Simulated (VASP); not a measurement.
Input of a VASP 6.6.1 run:

INCAR

```
ALGO = Normal
EDIFF = 1E-6
ENCUT = 520
GGA = PE
ISIF = 2
ISMEAR = 0
LASPH = True
LCHARG = False
LREAL = False
LWAVE = False
NBANDS = 28
NELM = 60
PREC = Accurate
SIGMA = 0.05
```

File KPOINTS:

```
k-points
0
Gamma
  8 8 8
```

File POSCAR:

```
BaTiO3
1.0
    3.9806957364      0.0000000000      0.0000000000
    0.0000000000      3.9806957364      0.0000000000
    0.0000000000      0.0000000000      4.3802008786
Ba Ti O
1 1 3
Direct
    0.0000000000      0.0000000000     -0.0246229441
    0.5000000000      0.5000000000      0.4635499512
    0.5000000000      0.5000000000      0.0546227578
    0.5000000000      0.0000000000      0.5247251176
    0.0000000000      0.5000000000      0.5247251176
```

Potentials or basis: VASP PAW PBE potentials, release 64 (Ba_sv, Ti_sv, O).

Command:

```sh
$ cat potpaw_PBE.64/Ba_sv/POTCAR potpaw_PBE.64/Ti_sv/POTCAR potpaw_PBE.64/O/POTCAR > POTCAR
$ mpirun -np 1 vasp_std > vasp.out
```

(1) Estimate the largest force.

(2) What does it give for the pressure?

(3) What does it give for the band gap on the k mesh?

Results:

(1) 0.096 eV/Å.

(2) -1.1 GPa.

(3) 1.79 eV, indirect (least direct gap 2.45 eV).

Caveat: spin-orbit coupling is left out, which moves the levels of the heavy elements.
